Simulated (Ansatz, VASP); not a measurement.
**Two plane-wave programs on Al2Ru**

```xyz
3
Lattice="-1.4179 1.4179 3.8259 1.4179 -1.4179 3.8259 1.4179 1.4179 -3.8259" Properties=species:S:1:pos:R:3 pbc="T T T"
Al    0.0000    0.0000    5.0432
Al    0.0000    0.0000    2.6087
Ru    0.0000    0.0000    0.0000
```

Alike in both runs: task single point; functional PBEsol; k mesh 20 × 20 × 20; occupations gaussian, width 0.15 eV; no spin polarisation.

|  | VASP | Ansatz |
| --- | --- | --- |
| version | VASP 6.6.1 | Ansatz 0.2.0 |
| potentials or method | VASP PAW PBE potentials, release 64 (Al, Ru_pv), cutoff 520 eV | scalar-relativistic, plane waves, PAW |
| valence electrons in the cell | 20 | 22 |

|  | VASP | Ansatz | Ansatz less VASP |
| --- | --- | --- | --- |
| gap on the k mesh at the Fermi level (eV) | none | none | - |
| rms of the force components (eV/Å) | 0.674 | 0.673 | -0.0009 |

VASP's potentials were made for PBE, not for PBEsol, and Ansatz warns of the same on its side. Atom by atom the forces differ by 0.001 eV/Å (rms over components). A gap of «none» marks a metal or a gap that the smearing closes. VASP's potentials hold 20 valence electrons a cell and Ansatz's 22, so a difference there can come from the potentials and not from the codes.
